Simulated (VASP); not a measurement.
Input of a VASP 6.6.1 run:

File INCAR:

```
SYSTEM = Ba8Ti8O23
ALGO = Normal
EDIFF = 1E-6
ENCUT = 520
GGA = PE
GGA_COMPAT = .False.
ISIF = 2
ISMEAR = 0
KPAR = 2
LASPH = .True.
LCHARG = .True.
LREAL = Auto
LVHAR = .True.
LWAVE = .False.
NBANDS = 182
NCORE = 2
NELECT = 312.0
NELM = 120
PREC = Accurate
SIGMA = 0.02
```

KPOINTS

```
k-points
0
Gamma
  2 2 2
  0 0 0
```

The input POSCAR:

```
Ba8Ti8O23
1.0
    7.9682000000      0.0000000000      0.0000000000
    0.0000000000      5.6741000000      5.6916000000
    0.0000000000     -5.6741000000      5.6916000000
Ba Ti O
8 8 23
Direct
    0.0064965739     -0.0035737910      0.0031220727
    0.0055057604     -0.0015300239      0.5028452955
    0.0041336814      0.5084049747      0.0022045200
    0.0046744560      0.5099686289      0.5023173715
    0.4935034261     -0.0035737910      0.0031220727
    0.4944942396     -0.0015300239      0.5028452955
    0.4958663186      0.5084049747      0.0022045200
    0.4953255440      0.5099686289      0.5023173715
    0.2500000000      0.2602236626      0.2584524566
    0.2500000000      0.2593610840      0.7648987023
    0.2500000000      0.7606742445      0.2590708184
    0.2500000000      0.7608787008      0.7577686040
    0.7500000000      0.2581089665      0.2715382328
    0.7500000000      0.2577023698      0.7278386029
    0.7500000000      0.7644360934      0.2586110287
    0.7500000000      0.7645058880      0.7643673638
   -0.0082323486      0.2441344461      0.2360071661
    0.2500000000      0.2453755145      0.4893437209
    0.2500000000      0.4900807457      0.2471010661
   -0.0082155317      0.2432934958      0.7603494166
    0.2500000000      0.2459726844      0.9929863078
    0.2500000000      0.4889331721      0.7453854729
   -0.0006039005      0.7460727092      0.2464805272
    0.2500000000      0.7464841789      0.4929581572
    0.2500000000      0.9915373868      0.2470013370
   -0.0013540072      0.7464668341      0.7447944984
    0.2500000000      0.7465466297      0.9915983559
    0.2500000000      0.9923011911      0.7453915491
    0.5082323486      0.2441344461      0.2360071661
    0.7500000000      0.2512913121      0.4994476717
    0.7500000000      0.4835434283      0.2352832637
    0.5082155317      0.2432934958      0.7603494166
    0.7500000000      0.4829529665      0.7625981966
    0.5006039005      0.7460727092      0.2464805272
    0.7500000000      0.7484852415      0.4897309016
    0.7500000000      0.9996953555      0.2383141673
    0.5013540072      0.7464668341      0.7447944984
    0.7500000000      0.7480405481      0.9927167082
    0.7500000000      1.0000188149      0.7593802996
```

Potentials or basis: VASP PAW PBE potentials, release 64 (Ba_sv, Ti_sv, O).

Command:

```console
$ cat potpaw_PBE.64/Ba_sv/POTCAR potpaw_PBE.64/Ti_sv/POTCAR potpaw_PBE.64/O/POTCAR > POTCAR
$ mpirun -np 4 vasp_std > vasp.out
```

(1) Estimate the largest force.

Answers

(1) 0.101 eV/Å.

Caveat: the cell carries a net charge on a neutralising background, which shifts energy and pressure.
